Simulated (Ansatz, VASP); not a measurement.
## One calculation of Be2H3, two programs

Contents of INCAR:

```
  PREC = Accurate
  ENCUT = 520
  EDIFF = 1E-6
  ISMEAR = 0
  SIGMA = 0.1
  LREAL = False
  LASPH = True
  NELM = 100
  ALGO = Normal
  ISIF = 2
  LWAVE = False
  LCHARG = False
  GGA = PE
  NBANDS = 12
```

Contents of KPOINTS:

```
regular mesh
0
Gamma
  12 12 4
```

Contents of POSCAR:

```
Be2H3
1.0
    2.4747254567      0.0000000000      0.0000000000
   -1.2373627283      2.1431751129      0.0000000000
    0.0000000000      0.0000000000      5.6852857600
Be H
2 3
Direct
    0.3333333333      0.6666666667      0.1925709086
    0.6666666667      0.3333333333      0.8074290914
    0.0000000000      0.0000000000      1.0000000000
    0.3333333333      0.6666666667      0.6818512139
    0.6666666667      0.3333333333      0.3181487861
```

Input for Ansatz:

```yaml
crystal:
  lattice:
    - [2.4747254567, 0.0, 0.0]
    - [-1.2373627283, 2.1431751129, 0.0]
    - [0.0, 0.0, 5.68528576]
  atoms:
    - { symbol: Be, position: [0.3333333333, 0.6666666667, 0.1925709086] }
    - { symbol: Be, position: [0.6666666667, 0.3333333333, 0.8074290914] }
    - { symbol: H, position: [0.0, 0.0, 1.0] }
    - { symbol: H, position: [0.3333333333, 0.6666666667, 0.6818512139] }
    - { symbol: H, position: [0.6666666667, 0.3333333333, 0.3181487861] }
basis:
  ecutwfc: 420
kpoints:
  mp_grid: { grid: [12, 12, 4] }
hamiltonian:
  xc: pbe
scf:
  occupations: { method: gaussian, width: 0.1 }
output:
  forces: true
  stress: true
  eigenvalues: true
```

Alike in both runs: task single point; functional PBE; k mesh 12 × 12 × 4; occupations gaussian, width 0.1 eV; no spin polarisation.

```csv
,VASP,Ansatz
version,VASP 6.6.1,Ansatz 0.2.0
potentials or method,"VASP PAW PBE potentials, release 64 (Be, H), cutoff 520 eV","scalar-relativistic, plane waves, PAW"
valence electrons in the cell,7,7
```

|  | VASP | Ansatz | Ansatz less VASP |
| --- | --- | --- | --- |
| gap on the k mesh at the Fermi level (eV) | none | none | - |
| pressure (GPa) | -0.1 | 0.0 | +0.11 |
| traceless stress, the component that is largest in VASP (GPa) | 0.49 | 0.52 | +0.033 |
| rms of the force components (eV/Å) | 0.003 | 0.004 | +0.0012 |

Atom by atom the forces differ by 0.002 eV/Å (rms over components). A gap of «none» marks a metal or a gap that the smearing closes.
